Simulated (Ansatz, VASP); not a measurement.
**InP: VASP beside Ansatz**

INCAR

```
SYSTEM = InP
ALGO = Normal ; EDIFF = 1E-8
ENCUT = 520 ; GGA = CA
ISIF = 2 ; ISMEAR = -1
LASPH = .True. ; LCHARG = .False.
LEFG = .True. ; LREAL = .False.
LWAVE = .False. ; NBANDS = 16
NELM = 80 ; PREC = Accurate
SIGMA = 0.05
```

KPOINTS

```
k-points
0
Gamma
  11 11 11
  0 0 0
```

POSCAR

```
InP
1.0
    0.0000000000      2.8739078358      2.8739078358
    2.8739078358      0.0000000000      2.8739078358
    2.8739078358      2.8739078358      0.0000000000
In P
1 1
Direct
    0.0000000000      0.0000000000      0.0000000000
    0.5000000000      0.5000000000      0.5000000000
```

Input for Ansatz:

```yaml
crystal:
  lattice:
    - [0.0, 2.8739078358, 2.8739078358]
    - [2.8739078358, 0.0, 2.8739078358]
    - [2.8739078358, 2.8739078358, 0.0]
  atoms:
    - { symbol: In, position: [0.0, 0.0, 0.0] }
    - { symbol: P, position: [0.5, 0.5, 0.5] }
kpoints:
  mp_grid: { grid: [11, 11, 11] }
scf:
  occupations: { method: fermi_dirac, width: 0.05 }
hamiltonian:
  xc: lda
  pseudopotentials: { kind: paw }
output:
  forces: true
  stress: true
  eigenvalues: true
  efg: { contact_densities: true }
```

Change from the starting cell: volume scaled by 1.02, PAW files.

Alike in both runs: task electric field gradients; functional LDA; k mesh 11 × 11 × 11; occupations fermi-dirac, width 0.05 eV; no spin polarisation.

```csv
,VASP,Ansatz
version,VASP 6.6.1,Ansatz 0.2.0
potentials or method,"VASP PAW LDA potentials, release 64 (In_d, P)","PAW with Ansatz's default frozen-core files, scalar-relativistic"
plane-wave cutoff (eV),520,420
valence electrons in the cell,18,18
```

```tsv
	VASP	Ansatz	Ansatz less VASP
pressure (GPa)	-10.4	-10.4	0.00
```

LDA's correlation is that of Perdew and Zunger in VASP and of Perdew and Wang (1992) in Ansatz.
